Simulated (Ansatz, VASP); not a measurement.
**Lu2AlN3 in VASP and in Ansatz**

```
CELL_PARAMETERS angstrom
4.84421 0.00000 0.00000
-2.42211 4.19521 0.00000
0.00000 0.00000 4.20355
ATOMIC_POSITIONS crystal
Lu 0.33333 0.66667 0.50000
Lu 0.66667 0.33333 0.50000
Al 0.00000 0.00000 0.00000
N 0.33333 0.66667 0.00000
N 0.66667 0.33333 0.00000
N 0.00000 0.00000 0.50000
```

Alike in both runs: functional PBE; k mesh 12 × 12 × 10; occupations gaussian, width 0.1 eV; no spin polarisation.

Ansatz relaxed the structure, and its values are those at the end. VASP's run is a single point on that final structure, the one shown.

|  | VASP | Ansatz |
| --- | --- | --- |
| version | VASP 6.6.1 | Ansatz 0.2.0 |
| potentials or method | VASP PAW PBE potentials, release 64 (Lu, Al, N), cutoff 520 eV | scalar-relativistic, plane waves, PAW |
| valence electrons in the cell | 68 | 68 |

|  | VASP | Ansatz | Ansatz less VASP |
| --- | --- | --- | --- |
| gap on the k mesh at the Fermi level (eV) | none | none | - |
| pressure (GPa) | 0.6 | 0.0 | -0.61 |

A gap of «none» marks a metal or a gap that the smearing closes.

Neither program's run includes spin-orbit coupling.
